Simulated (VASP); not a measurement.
# Ag (P6_3/mmc) in VASP: a series of runs, part 2 of 2

VASP 6.6.1. The steps go on from the part before.

### 3 Single point, PBEsol (volume scaled by 0.98, then relaxed in part)

The input, INCAR:

```
SYSTEM = Ag
ALGO = Normal
EDIFF = 1E-7
ENCUT = 520
GGA = PS
ISIF = 2
ISMEAR = -1
LASPH = .True.
LCHARG = .False.
LREAL = .False.
LWAVE = .False.
NBANDS = 18
NELM = 100
PREC = Accurate
SIGMA = 0.15
```

The input, KPOINTS:

```
k-points
0
Gamma
  18 18 10
  0 0 0
```

The input, POSCAR:

```
Ag
1.0
    2.8451019009      0.0000000000      0.0000000000
   -1.4225509504      2.4639305225      0.0000000000
    0.0000000000      0.0000000000      4.6681840113
Ag
2
Direct
    0.3333333333      0.6666666667      0.2500000000
    0.6666666667      0.3333333333      0.7500000000
```

Potentials or basis: VASP PAW PBE potentials, release 64 (Ag).

Launch:

```sh
$ cat potpaw_PBE.64/Ag/POTCAR > POTCAR
$ mpirun -np 1 vasp_std > vasp.out
```

OUTCAR:

```text
SYSTEM = Ag
   EDIFF = 1E-7
   ENCUT = 520
   GGA = PS
   ISIF = 2
   ISMEAR = -1
   LASPH = .True.
   LREAL = .False.
   NELM = 100
   PREC = Accurate

 ion  position               nearest neighbor table
   1  0.333  0.667  0.250-   2 2.85   2 2.85   2 2.85   2 2.85   2 2.85   2 2.85
   2  0.667  0.333  0.750-   1 2.85   1 2.85   1 2.85   1 2.85   1 2.85   1 2.85

  LATTYP: Found a hexagonal cell.
 ALAT       =     2.8451019009
 C/A-ratio  =     1.6407791966

  Lattice vectors:

[... 693 lines left out ...]
------------------------ aborting loop because EDIFF is reached ----------------------------------------

  FORCE on cell =-STRESS in cart. coord.  units (eV):
  Direction    XX          YY          ZZ          XY          YZ          ZX
  --------------------------------------------------------------------------------------
  -------------------------------------------------------------------------------------
  Total        0.4610781      0.4610781      0.4597314      0.0000000      0.0000000      0.0000000
  in kB       22.5741218     22.5741218     22.5081851      0.0000000      0.0000000      0.0000000
  external PRESSURE =      22.5521429 kB  Pullay stress =       0.0000000 kB

 VOLUME and BASIS-vectors are now :
 -----------------------------------------------------------------------------
  energy-cutoff  :      520.00
  volume of cell :       32.72
      direct lattice vectors                 reciprocal lattice vectors
     2.845101901  0.000000000  0.000000000     0.351481260  0.202927800  0.000000000
    -1.422550950  2.463930523  0.000000000     0.000000000  0.405855600  0.000000000
     0.000000000  0.000000000  4.668184011     0.000000000  0.000000000  0.214216063

 POSITION                                       TOTAL-FORCE (eV/Angst)
 -----------------------------------------------------------------------------------
     -0.00000      1.64262      1.16705         0.000000      0.000000      0.000000
      1.42255      0.82131      3.50114        -0.000000      0.000000     -0.000000
 -----------------------------------------------------------------------------------
    total drift:                               -0.000000      0.000000     -0.000000

  FREE ENERGIE OF THE ION-ELECTRON SYSTEM (eV)
  ---------------------------------------------------
  free  energy   TOTEN  =        -6.6226938708 eV

  energy  without entropy=       -6.5807627303  energy(sigma->0) =       -6.60172830
```

OSZICAR:

```text
N       E                     dE             d eps       ncg     rms          rms(c)
DAV:   1     0.126315376782E+03    0.12632E+03   -0.11735E+04  8000   0.123E+03
DAV:   2    -0.520370793125E+01   -0.13152E+03   -0.12519E+03  8302   0.273E+02
DAV:   3    -0.734265245660E+01   -0.21389E+01   -0.21311E+01  9182   0.391E+01
DAV:   4    -0.734900146333E+01   -0.63490E-02   -0.63484E-02  8848   0.209E+00
DAV:   5    -0.734904946655E+01   -0.48003E-04   -0.48002E-04  8788   0.193E-01    0.876E+00
DAV:   6    -0.665454093695E+01    0.69451E+00   -0.16348E+00  8226   0.140E+01    0.518E+00
DAV:   7    -0.663107438440E+01    0.23467E-01   -0.20868E-02  8764   0.140E+00    0.284E+00
DAV:   8    -0.662267618964E+01    0.83982E-02   -0.12967E-03  8222   0.295E-01    0.158E-01
DAV:   9    -0.662268796147E+01   -0.11772E-04   -0.17581E-05  9144   0.324E-02    0.196E-02
DAV:  10    -0.662269460326E+01   -0.66418E-05   -0.33417E-06  8650   0.175E-02    0.105E-02
DAV:  11    -0.662269392533E+01    0.67793E-06   -0.72998E-08  6332   0.215E-03    0.580E-04
DAV:  12    -0.662269387081E+01    0.54521E-07   -0.10805E-08  4252   0.842E-04
   1 F= -.66226939E+01 E0= -.66017283E+01  d E =-.419311E-01
```

stdout:

```text
POSCAR found type information on POSCAR Ag
 POSCAR found :  1 types and       2 ions
 scaLAPACK will be used
 -----------------------------------------------------------------------------
|                                                                             |
|                                                                             |
|     You enforced a specific xc type in the INCAR file but a different       |
|     I HOPE YOU KNOW WHAT YOU ARE DOING!                                     |
|                                                                             |
 -----------------------------------------------------------------------------

 LDA part: xc-table for (Slater+PW92), standard interpolation
 POSCAR, INCAR and KPOINTS ok, starting setup
 FFT: planning ... GRIDC
 FFT: planning ... GRID_SOFT
 FFT: planning ... GRID
 WAVECAR not read
 entering main loop
```

It took 83 s on 1 thread of Intel Xeon Platinum 8259CL at 2.50GHz (Skylake/Cascade Lake), shared host; peak memory 0.23 GiB.

Results:

| Quantity | Value |
| --- | --- |
| Free energy | -6.6227 eV |
| Pressure | 2.3 GPa |
| Band gap on the k mesh | zero (band 11 reaches 13.01 eV, above the bottom of band 12 at 5.39 eV) |

Levels at points of the mesh, in eV from the Fermi level:
```csv
k point,band 9,band 10,band 11,band 12,band 13,band 14
"(0.00, 0.00, 0.00)",-4.16,-3.08,-3.08,-0.60,3.75,15.77
"(0.50, 0.00, 0.00)",-2.88,-2.78,0.09,1.66,7.03,7.28
"(0.00, 0.00, 0.50)",-3.42,-3.42,-3.42,-3.42,11.34,11.34
"(0.50, 0.00, 0.50)",-2.83,-2.83,0.67,0.67,4.84,4.84
```

Caveat: the cell differs from its parent crystal (volume scaled by 0.98, then relaxed in part); the PAW data sets were made with another functional, which shifts forces and pressure a little.

### 4 Single point, PBEsol

This run uses another cell than the first one, of 16.70 Å³/atom, 0.980 times its volume.

The input, INCAR:

```
ALGO = Normal ; EDIFF = 1E-6
ENCUT = 520 ; GGA = PS
ISIF = 2 ; ISMEAR = 0
LASPH = T ; LCHARG = T
LELF = T ; LREAL = F
LVHAR = T ; LWAVE = F
NBANDS = 18 ; NELM = 60
PREC = Accurate ; SIGMA = 0.1
```

The input, KPOINTS:

```
k-points
0
Gamma
  18 18 10
```

The input, POSCAR:

```
Ag
1.0
    2.8670626668      0.0000000000      0.0000000000
   -1.4335313334      2.4829491037      0.0000000000
    0.0000000000      0.0000000000      4.6907149256
Ag
2
Direct
    0.3333333333      0.6666666667      0.2500000000
    0.6666666667      0.3333333333      0.7500000000
```

Launch:

```sh
$ cat potpaw_PBE.64/Ag/POTCAR > POTCAR
$ mpirun -np 1 vasp_std > vasp.out
```

It took 72 s on 1 thread of Intel Xeon Platinum 8259CL at 2.50GHz (Skylake/Cascade Lake), shared host; peak memory 0.24 GiB.

It converged, with:

```yaml
Free_energy: -6.6054 eV
Pressure: -0.2 GPa
Band_gap_on_the_k_mesh: zero (band 11 reaches 12.65 eV, above the bottom of band 12 at 5.12 eV)
```

Levels at points of the mesh, in eV from the Fermi level:
| k point | band 9 | band 10 | band 11 | band 12 | band 13 | band 14 |
| --- | --- | --- | --- | --- | --- | --- |
| (0.00, 0.00, 0.00) | -4.08 | -3.03 | -3.03 | -0.49 | 3.71 | 15.73 |
| (0.50, 0.00, 0.00) | -2.83 | -2.74 | 0.12 | 1.63 | 6.98 | 7.24 |
| (0.00, 0.00, 0.50) | -3.36 | -3.36 | -3.36 | -3.36 | 11.28 | 11.28 |
| (0.50, 0.00, 0.50) | -2.80 | -2.80 | 0.73 | 0.73 | 4.74 | 4.74 |

Caveat: the PAW data sets were made with another functional, which shifts forces and pressure a little.

### 5 Single point, PBEsol

This run uses another cell than the first one, of 16.70 Å³/atom, 0.980 times its volume.

The input, INCAR:

```
  PREC = Accurate
  ENCUT = 520
  EDIFF = 1E-6
  ISMEAR = -1
  SIGMA = 0.15
  LREAL = False
  LASPH = True
  NELM = 80
  ALGO = Normal
  ISIF = 2
  LWAVE = False
  LCHARG = False
  GGA = PS
  NBANDS = 18
```

The input, KPOINTS:

```
regular mesh
0
Gamma
  18 18 10
```

The input, POSCAR:

```
Ag
1.0
    2.8641596313      0.0000000000      0.0000000000
   -1.4320798157      2.4804350012      0.0000000000
    0.0000000000      0.0000000000      4.7002732257
Ag
2
Direct
    0.3333333333      0.6666666667      0.2500000000
    0.6666666667      0.3333333333      0.7500000000
```

Launch:

```sh
$ cat potpaw_PBE.64/Ag/POTCAR > POTCAR
$ mpirun -np 1 vasp_std > vasp.out
```

Run time: 86 s. Hardware: 1 thread of Intel Xeon Platinum 8259CL at 2.50GHz (Skylake/Cascade Lake), shared host; peak memory 0.23 GiB.

The run converged. Its results:

* Free energy: -6.6272 eV
* Pressure: -0.2 GPa
* Band gap on the k mesh: zero (band 11 reaches 12.66 eV, above the bottom of band 12 at 5.12 eV)

Levels at points of the mesh, in eV from the Fermi level:
```
           k point  band 8  band 9  band 10  band 11  band 12  band 13  band 14  band 15
(0.00, 0.00, 0.00)   -4.11   -4.11    -3.06    -3.06    -0.54     3.64    15.72    17.55
(0.50, 0.00, 0.00)   -2.91   -2.87    -2.77     0.10     1.61     6.93     7.19     9.53
(0.00, 0.00, 0.50)   -4.63   -3.39    -3.39    -3.39    -3.39    11.18    11.18    16.09
(0.50, 0.00, 0.50)   -3.13   -2.83    -2.83     0.70     0.70     4.72     4.72    13.79
```

Caveat: the PAW data sets were made with another functional, which shifts forces and pressure a little.

### 6 Single point, PBEsol

This run uses another cell than the first one, of 16.70 Å³/atom, 0.980 times its volume.

The input, INCAR:

```
ALGO = Normal ; EDIFF = 1E-6
ENCUT = 520 ; GGA = PS
ISIF = 2 ; ISMEAR = 0
LASPH = T ; LCHARG = T
LELF = T ; LREAL = F
LVHAR = T ; LWAVE = F
NBANDS = 18 ; NELM = 60
PREC = Accurate ; SIGMA = 0.1
```

The input, KPOINTS:

```
k-points
0
Gamma
  18 18 10
```

The input, POSCAR:

```
Ag
1.0
    2.8670626690      0.0000000000      0.0000000000
   -1.4335313345      2.4829491056      0.0000000000
    0.0000000000      0.0000000000      4.6907149315
Ag
2
Direct
    0.3333333333      0.6666666667      0.2500000000
    0.6666666667      0.3333333333      0.7500000000
```

Potentials or basis: VASP PAW PBE potentials, release 64 (Ag).

Launch:

```sh
$ cat potpaw_PBE.64/Ag/POTCAR > POTCAR
$ mpirun -np 1 vasp_std > vasp.out
```

Run time: 81 s. Hardware: 1 thread of Intel Xeon Platinum 8259CL at 2.50GHz (Skylake/Cascade Lake), shared host; peak memory 0.23 GiB.

Results (log left out):

| Item | Value |
| --- | --- |
| Free energy | -6.6054 eV |
| Pressure | -0.2 GPa |
| Band gap on the k mesh | zero (band 11 reaches 12.65 eV, above the bottom of band 12 at 5.12 eV) |

Levels at points of the mesh, in eV from the Fermi level:
```
           k point  band 8  band 9  band 10  band 11  band 12  band 13  band 14  band 15
(0.00, 0.00, 0.00)   -4.08   -4.08    -3.03    -3.03    -0.49     3.71    15.73    17.64
(0.50, 0.00, 0.00)   -2.89   -2.83    -2.74     0.12     1.63     6.98     7.24     9.59
(0.00, 0.00, 0.50)   -4.59   -3.36    -3.36    -3.36    -3.36    11.28    11.28    16.10
(0.50, 0.00, 0.50)   -3.09   -2.80    -2.80     0.73     0.73     4.74     4.74    13.80
```

Caveat: the PAW data sets were made with another functional, which shifts forces and pressure a little.

### 7 Summary

```tsv
cell	smearing	gap on the mesh (eV)	pressure (GPa)
a = 2.883, b = 2.883, c = 4.732 Å, angles 90.0, 90.0, 120.0°, 2 atoms	fermi-dirac 0.15 eV	none	-2.5
a = 2.845, b = 2.845, c = 4.668 Å, angles 90.0, 90.0, 120.0°, 2 atoms	fermi-dirac 0.15 eV	none	2.3
a = 2.867, b = 2.867, c = 4.691 Å, angles 90.0, 90.0, 120.0°, 2 atoms	gaussian 0.1 eV	none	-0.2
a = 2.864, b = 2.864, c = 4.700 Å, angles 90.0, 90.0, 120.0°, 2 atoms	fermi-dirac 0.15 eV	none	-0.2
```

Alike in all rows: task single point; level PBEsol; potentials or basis VASP PAW PBE potentials, release 64 (Ag); no spin polarisation; k mesh 18 × 18 × 10; cutoff (eV) 520.

Caveats: the PAW data sets were made with another functional, which shifts forces and pressure a little.

Absolute energies hang on the potentials; compare differences alone.
